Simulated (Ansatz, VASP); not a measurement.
TiO: VASP beside Ansatz

```
Ti O
1.0
     2.85161    0.00000    0.00000
    -1.42580    2.46956    0.00000
     0.00000    0.00000    5.56750
Ti O
2 2
Direct
  0.33333 0.66667 0.25000
  0.66667 0.33333 0.75000
  0.00000 0.00000 0.00000
  0.00000 0.00000 0.50000
```

Alike in both runs: task single point; functional PBEsol; k mesh 24 × 24 × 12; occupations gaussian, width 0.1 eV; no spin polarisation.

```csv
,VASP,Ansatz
version,VASP 6.6.1,Ansatz 0.2.0
potentials or method,"VASP PAW PBE potentials, release 64 (Ti_sv, O), cutoff 520 eV","scalar-relativistic, plane waves, PAW"
valence electrons in the cell,36,36
```

|  | VASP | Ansatz | Ansatz less VASP |
| --- | --- | --- | --- |
| gap on the k mesh at the Fermi level (eV) | none | none | - |
| pressure (GPa) | -9.3 | -10.0 | -0.66 |
| traceless stress, the component that is largest in VASP (GPa) | -1.76 | -1.85 | -0.083 |

VASP's potentials were made for PBE, not for PBEsol. A gap of «none» marks a metal or a gap that the smearing closes. The functional is the same, so the differences come from potentials, cutoffs and numerics.
